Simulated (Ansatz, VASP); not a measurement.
**Two plane-wave programs on WS2**

Contents of INCAR:

```
SYSTEM = WS2
  PREC = Accurate
  ENCUT = 500
  EDIFF = 1E-6
  ISMEAR = 0
  SIGMA = 0.02
  LREAL = .FALSE.
  LASPH = .TRUE.
  NELM = 120
  ALGO = Normal
  ISIF = 2
  LWAVE = .FALSE.
  LCHARG = .TRUE.
  GGA = PS
  LELF = .TRUE.
  LVHAR = .TRUE.
  NBANDS = 35
  GGA_COMPAT = .FALSE.
```

Contents of KPOINTS:

```
Automatic mesh
0
G
  12 12 2
  0 0 0
```

POSCAR

```
WS2
1.0
    3.1461651968      0.0000000000      0.0000000000
   -1.5730825984      2.7246589849      0.0000000000
    0.0000000000      0.0000000000     12.6940478579
W S
2 4
Direct
    0.3333333333      0.6666666667      0.2500000000
    0.6666666667      0.3333333333      0.7500000000
    0.3333333333      0.6666666667      0.6265055907
    0.6666666667      0.3333333333      0.1265055907
    0.3333333333      0.6666666667      0.8734944093
    0.6666666667      0.3333333333      0.3734944093
```

Input for Ansatz:

```yaml
crystal:
  lattice:
    - [3.1461651968, 0.0, 0.0]
    - [-1.5730825984, 2.7246589849, 0.0]
    - [0.0, 0.0, 12.6940478579]
  atoms:
    - { symbol: W, position: [0.3333333333, 0.6666666667, 0.25] }
    - { symbol: W, position: [0.6666666667, 0.3333333333, 0.75] }
    - { symbol: S, position: [0.3333333333, 0.6666666667, 0.6265055907] }
    - { symbol: S, position: [0.6666666667, 0.3333333333, 0.1265055907] }
    - { symbol: S, position: [0.3333333333, 0.6666666667, 0.8734944093] }
    - { symbol: S, position: [0.6666666667, 0.3333333333, 0.3734944093] }
basis:
  ecutwfc: 420
kpoints:
  mp_grid: { grid: [12, 12, 2] }
  band_path:
    path:
      - [[0.0, 0.0, 0.0], [0.5, 0.0, 0.0], [0.33333333, 0.33333333, 0.0], [0.0, 0.0, 0.0], [0.0, 0.0, 0.5], [0.5, 0.0, 0.5], [0.33333333, 0.33333333, 0.5], [0.0, 0.0, 0.5]]
      - [[0.5, 0.0, 0.5], [0.5, 0.0, 0.0]]
      - [[0.33333333, 0.33333333, 0.5], [0.33333333, 0.33333333, 0.0]]
    npoints: 10
hamiltonian:
  xc: pbesol
  pseudopotentials: { kind: paw }
scf:
  occupations: { method: gaussian, width: 0.02 }
  n_extra_bands: 9
output:
  forces: true
  stress: true
  eigenvalues: true
```

Alike in both runs: task single point; functional PBEsol; k mesh 12 × 12 × 2; occupations gaussian, width 0.02 eV; no spin polarisation.

|  | VASP | Ansatz |
| --- | --- | --- |
| version | VASP 6.6.1 | Ansatz 0.2.0 |
| potentials or method | VASP PAW PBE potentials, release 64 (W_sv, S), cutoff 500 eV | scalar-relativistic, plane waves, PAW |
| valence electrons in the cell | 52 | 52 |

Ansatz gave:

| Quantity | Value |
| --- | --- |
| gap on the k mesh at the Fermi level (eV) | 1.10 |
| least direct gap on the mesh (eV) | 1.86 |
| pressure (GPa) | 0.0 |
| rms of the force components (eV/Å) | 0.001 |

Task: Estimate VASP's values.

Result: gap on the k mesh at the Fermi level (eV): 1.11; least direct gap on the mesh (eV): 1.87; pressure (GPa): 0.1; rms of the force components (eV/Å): 0.009.

VASP's potentials were made for PBE, not for PBEsol. Atom by atom the forces differ by 0.010 eV/Å (rms over components).

Neither program's run includes spin-orbit coupling.
